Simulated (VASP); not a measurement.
# SnO2: single point with PBE

SnO2:

```xyz
3
Lattice="0.0000 2.5717 2.5845 2.5717 0.0000 2.5845 2.5717 2.5717 0.0000" Properties=species:S:1:pos:R:3 pbc="T T T"
Sn    0.0000    0.0000    0.0000
O     1.2858    1.2858    1.2923
O     3.8575    3.8575    3.8768
```

This cell differs from its parent crystal: strain +0.0050 x Voigt [0, 0, 1, 0, 0, 0].

```
Program             : VASP 6.6.1
Task                : single point
Functional          : PBE
Potentials or basis : VASP PAW PBE potentials, release 64 (Sn_d, O)
Cutoff              : 520 eV
k mesh              : 16 × 16 × 16
Occupations         : gaussian, width 0.15 eV
Spin                : no spin polarisation
```

```yaml
Pressure: -0.4 GPa
Band_gap_on_the_k_mesh: zero (bands 13 and 14 overlap by 0.22 eV)
```

Stress tensor (GPa, compression positive):
```
 0.32  0.00  0.00
 0.00  0.32  0.00
 0.00  0.00 -1.77
```

Levels at points of the mesh, in eV from the Fermi level:
```csv
k point,band 9,band 10,band 11,band 12,band 13,band 14,band 15,band 16,band 17,band 18
"(0.00, 0.00, 0.00)",-2.99,-2.97,-1.56,-1.48,-1.48,-0.41,6.75,6.75,6.78,12.99
"(0.50, 0.00, 0.00)",-3.91,-3.43,-3.40,-2.22,-2.21,4.26,7.62,9.81,9.82,14.89
"(0.50, 0.50, 0.00)",-5.42,-5.42,-0.38,-0.38,-0.33,2.89,6.67,9.53,11.52,11.52
"(0.50, 0.00, 0.50)",-5.45,-5.44,-0.42,-0.36,-0.27,2.82,6.62,9.55,11.52,11.56
```

Wall time 89 s on 1 thread of Intel(R) Xeon(R) 6975P-C (Granite Rapids), with other jobs on the host, peak memory 0.32 GiB.

Caveat: the cell differs from its parent crystal (strain +0.0050 x Voigt [0, 0, 1, 0, 0, 0]); semilocal functionals underestimate gaps, so a narrow gap can read as zero; spin-orbit coupling is left out, which moves the levels of the heavy elements.
